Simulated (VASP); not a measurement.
Write the native input for VASP 6.6.1 that does the following.

```yaml
Task: single point
Functional: revPBE
Potentials_or_basis: VASP PAW PBE potentials, release 64 (Zn, O)
Cutoff: 520 eV
k_mesh: 9 × 9 × 5
Occupations: fermi-dirac, width 0.05 eV
Spin: no spin polarisation
Dipole_correction: no
Further_INCAR_settings: ALGO = Normal; EDIFF = 1e-06; NBANDS = 26
```

The structure of ZnO (zincite) lies in POSCAR:

```
ZnO
1.0
    3.2493080000      0.0000000000      0.0000000000
   -1.6246540000      2.8139832727      0.0000000000
    0.0000000000      0.0000000000      5.2057090000
Zn O
2 2
Direct
    0.6666666667      0.3333333333      0.0000000000
    0.3333333333      0.6666666667      0.5000000000
    0.3333333333      0.6666666667      0.8790100000
    0.6666666667      0.3333333333      0.3790100000
```

These files were run (other wordings do the same):

INCAR

```
SYSTEM = ZnO
PREC = Accurate
ENCUT = 520
EDIFF = 1E-6
ISMEAR = -1
SIGMA = 0.05
LREAL = .FALSE.
LASPH = .TRUE.
NELM = 60
ALGO = Normal
ISIF = 2
LWAVE = .FALSE.
LCHARG = .FALSE.
GGA = RE
NBANDS = 26
```

KPOINTS

```
Automatic mesh
0
G
  9 9 5
  0 0 0
```

Potentials or basis: VASP PAW PBE potentials, release 64 (Zn, O).

Run with:

```console
$ cat potpaw_PBE.64/Zn/POTCAR potpaw_PBE.64/O/POTCAR > POTCAR
$ mpirun -np 1 vasp_std > vasp.out
```

It gave:

```yaml
Pressure: 9.4 GPa
Largest_force: 0.079 eV/Å
Band_gap_on_the_k_mesh: 0.86 eV, direct
```

Caveat: the PAW data sets were made with another functional, which shifts forces and pressure a little.

It took 35 s on 1 thread of Intel(R) Xeon(R) Platinum 8259CL CPU @ 2.50GHz (Skylake/Cascade Lake), with other jobs on the host, peak memory 0.18 GiB.
